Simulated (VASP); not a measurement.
# AlN (I4/mmm) in VASP: further runs

AlN is run at these levels: r2SCAN; tasks: single point.

Program: VASP 6.6.1. These are calculated values, not measurements. Logs are shortened: lines on timing, memory, paths and dates and some standing lists are left out, and cuts for length are marked.

### 1 The cell of the first run

It takes space group I4/mmm (No. 139, tetragonal). The conventional cell has a = 2.733 Å, b = 2.733 Å, c = 4.272 Å, α = 90.00°, β = 90.00°, γ = 90.00°. Within 2.6 Å of Al (site symmetry 4/mmm) lie 6 N at 1.93 to 2.14 Å. Within 2.6 Å of N (site symmetry 4/mmm) lie 6 Al at 1.93 to 2.14 Å.

### 2 Single point, r2SCAN (strain -0.050 along x and y, +0.050 along z)

File POSCAR:

```
AlN
1.0
    0.0000000000      1.9327921000      2.1362439000
    1.9327921000      0.0000000000      2.1362439000
    1.9327921000      1.9327921000      0.0000000000
Al N
1 1
Direct
    0.5000000000      0.5000000000      0.5000000000
    0.0000000000      0.0000000000      0.0000000000
```

File INCAR.step1:

```
PREC = Accurate
ENCUT = 520
ISMEAR = 0
SIGMA = 0.05
LREAL = F
LASPH = T
NELM = 80
NBANDS = 11
GGA = PE
ALGO = Normal
EDIFF = 1E-4
LWAVE = T
LCHARG = F
```

File INCAR.step2:

```
PREC = Accurate
ENCUT = 520
EDIFF = 1E-6
ISMEAR = 0
SIGMA = 0.05
LREAL = F
LASPH = T
NELM = 80
ALGO = Normal
ISIF = 2
LWAVE = F
LCHARG = F
METAGGA = R2SCAN
LMIXTAU = T
NBANDS = 11
ISTART = 1
```

File KPOINTS:

```
Automatic mesh
0
Gamma
  10 10 10
```

Potentials or basis: VASP PAW PBE potentials, release 64 (Al, N).

On the command line:

```bash
> cat potpaw_PBE.64/Al/POTCAR potpaw_PBE.64/N/POTCAR > POTCAR
> cp INCAR.step1 INCAR
> mpirun -np 1 vasp_std > vasp.out
> cp INCAR.step2 INCAR
> mpirun -np 1 vasp_std > vasp.out
```

OUTCAR:

```text
PREC = Accurate
   ENCUT = 520
   EDIFF = 1E-6
   ISMEAR = 0
   LREAL = F
   LASPH = T
   NELM = 80
   ISIF = 2
   METAGGA = R2SCAN
   ISTART = 1

 ion  position               nearest neighbor table
   1  0.500  0.500  0.500-   2 1.93   2 1.93   2 1.93   2 1.93   2 2.14   2 2.14
   2  0.000  0.000  0.000-   1 1.93   1 1.93   1 1.93   1 1.93   1 2.14   1 2.14

  LATTYP: Found a body centered tetragonal cell.
 ALAT       =     2.7333808011
 C/A-ratio  =     1.5630781479

  Lattice vectors:

 A1 = (  -1.9327921000,   0.0000000000,   2.1362439000)
 A2 = (   1.9327921000,   0.0000000000,   2.1362439000)
 A3 = (   0.0000000000,   1.9327921000,  -2.1362439000)

Analysis of symmetry for initial positions (statically):
=====================================================================
 Subroutine PRICEL returns:
 Original cell was already a primitive cell.

 Routine SETGRP: Setting up the symmetry group for a
 body centered tetragonal supercell.

 Subroutine GETGRP returns: Found 16 space group operations
 (whereof 16 operations were pure point group operations)
 out of a pool of 16 trial point group operations.

The static configuration has the point symmetry D_4h.

Analysis of symmetry for dynamics (positions and initial velocities):
=====================================================================
 Subroutine PRICEL returns:
 Original cell was already a primitive cell.

 Routine SETGRP: Setting up the symmetry group for a
 body centered tetragonal supercell.

 Subroutine GETGRP returns: Found 16 space group operations
 (whereof 16 operations were pure point group operations)
 out of a pool of 16 trial point group operations.

The dynamic configuration has the point symmetry D_4h.

 Subroutine INISYM returns: Found 16 space group operations
 (whereof 16 operations are pure point group operations),
 and found     1 'primitive' translations

----------------------------------------------------------------------------------------

                                     Primitive cell

  volume of cell :      15.9607

  direct lattice vectors                    reciprocal lattice vectors
     0.000000000  1.932792100  2.136243900    -0.258693110  0.258693110  0.234055671
     1.932792100  0.000000000  2.136243900     0.258693110 -0.258693110  0.234055671
     1.932792100  1.932792100  0.000000000     0.258693110  0.258693110 -0.234055671

  length of vectors
     2.880837257  2.880837257  2.733380801     0.434311303  0.434311303  0.434311303

  position of ions in fractional coordinates (direct lattice)
     0.500000000  0.500000000  0.500000000
[... 89 lines left out ...]
   NELECT =       8.0000    total number of electrons
   NUPDOWN=      -1.0000    fix difference up-down
   EMIN   =  10.00;   EMAX   =-10.00  energy-range for DOS
   EFERMI =   0.00;   METHOD = LEGACY
   ISMEAR =     0;   SIGMA  =   0.05  broadening in eV -4-tet -1-fermi 0-gaus
   EFERMI_NEDOS =   21; number of points for ismear=-14 and -15
   IALGO  =     38    algorithm
   IMIX   =      4    mixing-type and parameters
     AMIX     =   0.40;   BMIX     =  1.00
     AMIX_MAG =   1.60;   BMIX_MAG =  1.00
  volume/ion in A,a.u.               =       7.98        53.85
  Fermi-wavevector in a.u.,A,eV,Ry     =   1.300432  2.457461 23.009145  1.691124
  Thomas-Fermi vector in A             =   2.431632
   LORBIT       =      0    0 simple, 1 ext, 2 COOP (PROOUT), +10 PAW based schemes
   METAGGA = R2SCAN    functional components
   LHFCALC =     F    Hartree Fock is set to
   AEXX    =    0.0000 exact exchange contribution
   IVDW    =     0    specifies the selected vdW correction
   LEPSILON=     F    determine dielectric tensor
   LRPA    =     F    only Hartree local field effects (RPA)
 non-spin polarized calculation
 Gauss-broadening in eV      SIGMA  =   0.05
  energy-cutoff  :      520.00
  volume of cell :       15.96
 maximum number of plane-waves:       441
 NGX is ok and might be reduce to    24
   NGX = 11   NGY = 11   NGZ = 11

 number of electron       8.0000000 magnetization

 Free energy of the ion-electron system (eV)
  ---------------------------------------------------
  ext. energy  EPLUGINS =         0.00000000
  ---------------------------------------------------
  free energy    TOTEN  =       -18.77796221 eV

  energy without entropy =      -18.77796221  energy(sigma->0) =      -18.77796221

 E-fermi :  10.7751     XC(G=0): -13.0358

 val. band max:       10.5582939098   @ k =   0.0000   0.0000   0.0000
 cond. band min:      15.8312573078   @ k =   0.5000   0.0000   0.5000
 fundamental gap:      5.2729633979
 Fermi energy:        10.7750788393

 k-point     1 :       0.0000    0.0000    0.0000
  band No.  band energies     occupation
      1      -8.5371      2.00000
      2       9.9808      2.00000
      3       9.9808      2.00000
      4      10.5583      2.00000
      5      17.0005      0.00000
      6      22.3923      0.00000
      7      23.8552      0.00000
      8      23.8552      0.00000
      9      27.7356      0.00000
     10      28.4260      0.00000
     11      29.2736      0.00000
[... 309 lines left out ...]
 k-point    24 :       0.4000    0.3000    0.0000
  band No.  band energies     occupation
      1      -5.8029      2.00000
      2       3.9027      2.00000
      3       7.4508      2.00000
      4       8.1731      2.00000
      5      17.9148      0.00000
      6      18.7521      0.00000
      7      23.2980      0.00000
      8      28.3277      0.00000
      9      28.9636      0.00000
     10      34.0730      0.00000
     11      36.6571      0.00000

 [... further k-points ...]

------------------------ aborting loop because EDIFF is reached ----------------------------------------

  FORCE on cell =-STRESS in cart. coord.  units (eV):
  Direction    XX          YY          ZZ          XY          YZ          ZX
  --------------------------------------------------------------------------------------
  -------------------------------------------------------------------------------------
  Total        2.3778295      2.3778295     -0.7304054      0.0000000      0.0000000      0.0000000
  in kB      238.6932721    238.6932721    -73.3201616      0.0000000      0.0000000      0.0000000
  external PRESSURE =     134.6887942 kB  Pullay stress =       0.0000000 kB

 VOLUME and BASIS-vectors are now :
 -----------------------------------------------------------------------------
  energy-cutoff  :      520.00
  volume of cell :       15.96
      direct lattice vectors                 reciprocal lattice vectors
     0.000000000  1.932792100  2.136243900    -0.258693110  0.258693110  0.234055671
     1.932792100  0.000000000  2.136243900     0.258693110 -0.258693110  0.234055671
     1.932792100  1.932792100  0.000000000     0.258693110  0.258693110 -0.234055671

 POSITION                                       TOTAL-FORCE (eV/Angst)
 -----------------------------------------------------------------------------------
      1.93279      1.93279      2.13624         0.000000     -0.000000      0.000000
      0.00000      0.00000      0.00000        -0.000000      0.000000      0.000000
 -----------------------------------------------------------------------------------
    total drift:                                0.000000     -0.000000     -0.000000

  FREE ENERGIE OF THE ION-ELECTRON SYSTEM (eV)
  ---------------------------------------------------
  free  energy   TOTEN  =       -18.7779622111 eV

  energy  without entropy=      -18.7779622111  energy(sigma->0) =      -18.77796221
```

OUTCAR.step1:

```text
PREC = Accurate
   ENCUT = 520
   ISMEAR = 0
   LREAL = F
   LASPH = T
[... 558 lines left out ...]
 -----------------------------------------------------------------------------------
      1.93279      1.93279      2.13624        -0.000000      0.000000      0.000000
      0.00000      0.00000      0.00000         0.000000     -0.000000      0.000000
 -----------------------------------------------------------------------------------
    total drift:                                0.000000     -0.000000     -0.000000

  FREE ENERGIE OF THE ION-ELECTRON SYSTEM (eV)
  ---------------------------------------------------
  free  energy   TOTEN  =       -14.3966648092 eV

  energy  without entropy=      -14.3966648092  energy(sigma->0) =      -14.39666481
```

OSZICAR.step1:

```text
N       E                     dE             d eps       ncg     rms          rms(c)
DAV:   1     0.687720750196E+01    0.68772E+01   -0.39518E+03  2276   0.664E+02
DAV:   2    -0.156478359484E+02   -0.22525E+02   -0.21686E+02  2856   0.127E+02
DAV:   3    -0.162627975352E+02   -0.61496E+00   -0.61396E+00  2690   0.185E+01
DAV:   4    -0.162647344014E+02   -0.19369E-02   -0.19368E-02  2552   0.113E+00
DAV:   5    -0.162647485201E+02   -0.14119E-04   -0.14119E-04  2646   0.987E-02    0.793E+00
DAV:   6    -0.144261090307E+02    0.18386E+01   -0.75267E+00  2490   0.149E+01    0.282E+00
DAV:   7    -0.144037037003E+02    0.22405E-01   -0.23019E-01  2493   0.342E+00    0.188E+00
DAV:   8    -0.143970940728E+02    0.66096E-02   -0.17545E-02  2385   0.114E+00    0.368E-01
DAV:   9    -0.143966145464E+02    0.47953E-03   -0.18791E-03  2601   0.271E-01    0.158E-01
DAV:  10    -0.143966648092E+02   -0.50263E-04   -0.16848E-04  1606   0.934E-02
   1 F= -.14396665E+02 E0= -.14396665E+02  d E =-.405382E-21
```

Run time: 21 s. Hardware: 1 thread of Intel Xeon 6975P-C (Granite Rapids), shared host; peak memory 0.14 GiB.

Results:

```
Free energy            : -18.7780 eV
Pressure               : 13.5 GPa
Band gap on the k mesh : 5.27 eV, indirect (least direct gap 6.44 eV)
```

Stress tensor (GPa, compression positive):
```
23.87  0.00  0.00
 0.00 23.87  0.00
 0.00  0.00 -7.33
```

Caveat: the cell differs from its parent crystal (strain -0.050 along x and y, +0.050 along z); the PAW data sets were made with another functional, which shifts forces and pressure a little.

(Continued in part 2 of 2.)
